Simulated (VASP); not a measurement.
Write the native input for VASP 6.6.1 that does the following.

```
Task                   : single point
Functional             : PBE
Potentials or basis    : VASP PAW PBE potentials, release 64 (Si, Ni)
Cutoff                 : 520 eV
k mesh                 : 12 × 12 × 8
Occupations            : gaussian, width 0.1 eV
Spin                   : no spin polarisation
Dipole correction      : no
Further INCAR settings : ALGO = Normal; EDIFF = 1e-07; NBANDS = 33
```

The structure of SiNi2 lies in POSCAR:

```
SiNi2
1.0
    3.9119262608      0.0000000000      0.0000000000
   -1.9559631304      3.3878275196      0.0000000000
    0.0000000000      0.0000000000      4.9914522525
Si Ni
2 4
Direct
    0.3333333333      0.6666666667      0.7500000000
    0.6666666667      0.3333333333      0.2500000000
    0.0000000000      0.0000000000      0.0000000000
    0.0000000000      0.0000000000      0.5000000000
    0.3333333333      0.6666666667      0.2500000000
    0.6666666667      0.3333333333      0.7500000000
```

These files were run (other wordings do the same):

INCAR

```
ALGO = Normal
EDIFF = 1E-7
ENCUT = 520
GGA = PE
ISIF = 2
ISMEAR = 0
LASPH = True
LCHARG = True
LELF = True
LREAL = False
LVHAR = True
LWAVE = False
NBANDS = 33
NELM = 100
PREC = Accurate
SIGMA = 0.1
```

KPOINTS

```
k-points
0
Gamma
  12 12 8
```

Potentials or basis: VASP PAW PBE potentials, release 64 (Si, Ni).

The run is started by

```bash
$ cat potpaw_PBE.64/Si/POTCAR potpaw_PBE.64/Ni/POTCAR > POTCAR
$ mpirun -np 1 vasp_std > vasp.out
```

Results of the run:

| Quantity | Value |
| --- | --- |
| Pressure | 0.0 GPa |
| Band gap on the k mesh | zero (band 24 reaches 13.61 eV, above the bottom of band 25 at 10.41 eV) |

It took 3.6 min on 1 thread of Intel(R) Xeon(R) Platinum 8488C (Sapphire Rapids), with other jobs on the host, peak memory 0.28 GiB.
